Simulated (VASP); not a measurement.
A run of VASP 6.6.1 is set up as follows.

Contents of INCAR:

```
SYSTEM = AlNi
PREC     = Accurate       ! precision mode
ENCUT    = 600            ! plane-wave cutoff, eV
EDIFF    = 1E-7           ! SCF threshold, eV
ISMEAR   = 0              ! smearing method
SIGMA    = 0.1            ! smearing width, eV
LREAL    = .FALSE.        ! projectors in reciprocal space
LASPH    = .TRUE.         ! aspherical terms in the spheres
NELM     = 80             ! most SCF steps
ALGO     = Fast           ! electronic algorithm
ISIF     = 4              ! what is computed and relaxed
LWAVE    = .FALSE.        ! write WAVECAR
LCHARG   = .FALSE.        ! write CHGCAR
GGA      = PS             ! functional
IBRION   = 2              ! ionic algorithm
NSW      = 50             ! ionic steps
EDIFFG   = -0.01          ! ionic threshold
```

File KPOINTS:

```
Automatic mesh
0
G
  16 16 14
  0 0 0
```

File POSCAR:

```
AlNi
1.0
    1.9587722447     -1.9587932743      0.0000000000
    1.9587722447      1.9587932743      0.0000000000
    0.0000000000      0.0000000000      2.7806066582
Al Ni
1 1
Direct
    0.0000000000      0.0000000000      0.0000000000
    0.5000000000      0.5000000000      0.5000000000
```

Potentials or basis: VASP PAW PBE potentials, release 64 (Al, Ni).

Run with:

```bash
$ cat potpaw_PBE.64/Al/POTCAR potpaw_PBE.64/Ni/POTCAR > POTCAR
$ mpirun -np 1 vasp_std > vasp.out
```

Q: Estimate the band gap on the k mesh.

A: Zero (an odd number of electrons rules out a gap without spin polarisation).

Stress tensor (GPa, compression positive):
```
20.86  0.00  0.00
 0.00 20.85  0.00
 0.00  0.00 20.70
```

Caveat: the PAW data sets were made with another functional, which shifts forces and pressure a little. Spin polarisation is off, so any magnetic state and its effect on volume and gap are missing.
